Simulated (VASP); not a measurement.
## SnGe2: relaxation of cell and atoms with PBEsol

Crystal: SnGe2.

```
Sn Ge
1.0
     0.00000    5.11197    4.37399
     2.83889    0.00000    4.37399
     2.83889    5.11197    0.00000
Sn Ge
2 4
Direct
  0.00000 0.00000 0.00000
  0.25000 0.25000 0.25000
  0.65555 0.65555 0.34445
  0.34445 0.34445 0.65555
  0.59445 0.59445 0.90555
  0.90555 0.90555 0.59445
```

```
Program                : VASP 6.6.1
Task                   : relaxation of cell and atoms
Functional             : PBEsol
Potentials or basis    : VASP PAW PBE potentials, release 64 (Sn_d, Ge_d)
Cutoff                 : 600 eV
k mesh                 : 8 × 8 × 8
Occupations            : gaussian, width 0.1 eV
Spin                   : no spin polarisation
Dipole correction      : no
Further INCAR settings : ALGO = Fast; EDIFF = 1e-06; IBRION = 2; EDIFFG = -0.01; NSW = 80; ISIF = 3
```

* Relaxed volume: 21.13 Å³/atom
* Relaxed cell: a = 6.727 Å, b = 5.221 Å, c = 5.835 Å, α = 74.73°, β = 48.48°, γ = 56.80°
* Space group after relaxing (to 0.1 Å): Fddd (No. 70)
* Energy gained by relaxing: 0.2 meV/atom
* Ionic steps: 9
* Pressure after relaxing: 0.0 GPa
* Largest force after relaxing: 0.006 eV/Å
* Band gap on the k mesh: zero (bands 42 and 43 overlap by 4.36 eV)

Forces on the atoms (eV/Å):
```
Sn   0.000  0.000  0.000
Sn   0.000  0.000  0.000
Ge   0.000  0.000  0.006
Ge   0.000  0.000 -0.006
Ge   0.000  0.000 -0.006
Ge   0.000  0.000  0.006
```

The path:
```tsv
step	energy change (eV)	largest force (eV/Å)	pressure (GPa)	volume (Å³)
1	0.0000	0.0356	0.00	126.95
2	-0.0006	0.0248	-0.06	126.96
3	-0.0009	0.0174	-0.03	126.96
4	-0.0009	0.0156	-0.05	126.97
5	-0.0010	0.0135	0.05	126.83
6	-0.0010	0.0119	0.06	126.77
7	-0.0010	0.0087	0.14	126.64
8	-0.0010	0.0127	0.08	126.73
9	-0.0011	0.0065	0.02	126.75
```

Final structure:
```
Sn Ge
1.0
     0.00000    5.10116    4.38578
     2.83281    0.00000    4.38578
     2.83281    5.10116    0.00000
Sn Ge
2 4
Direct
  0.00000 0.00000 0.00000
  0.25000 0.25000 0.25000
  0.65627 0.65627 0.34373
  0.34373 0.34373 0.65627
  0.59373 0.59373 0.90627
  0.90627 0.90627 0.59373
```

Levels at points of the mesh, in eV from the Fermi level:
| k point | band 39 | band 40 | band 41 | band 42 | band 43 | band 44 | band 45 | band 46 |
| --- | --- | --- | --- | --- | --- | --- | --- | --- |
| (0.00, 0.00, 0.00) | -3.45 | -3.30 | -3.08 | -2.97 | -2.87 | 0.36 | 0.65 | 1.93 |
| (0.50, 0.00, 0.00) | -1.92 | -1.72 | -0.31 | -0.11 | 0.99 | 1.24 | 1.44 | 2.53 |
| (0.50, 0.50, 0.00) | -3.48 | -3.48 | 0.75 | 0.75 | 1.04 | 1.04 | 2.14 | 2.14 |
| (0.50, 0.00, 0.50) | -2.68 | -2.68 | -0.48 | -0.48 | -0.29 | -0.29 | 0.79 | 0.79 |
| (0.00, 0.50, 0.50) | -0.60 | -0.60 | 0.12 | 0.12 | 0.17 | 0.17 | 2.45 | 2.45 |

Wall time 2.1 h on 1 thread of Oxide Virtual Turin-like Processor, on a shared host, peak memory 0.72 GiB.

Caveat: the PAW data sets were made with another functional, which shifts forces and pressure a little; spin-orbit coupling is left out, which moves the levels of the heavy elements.
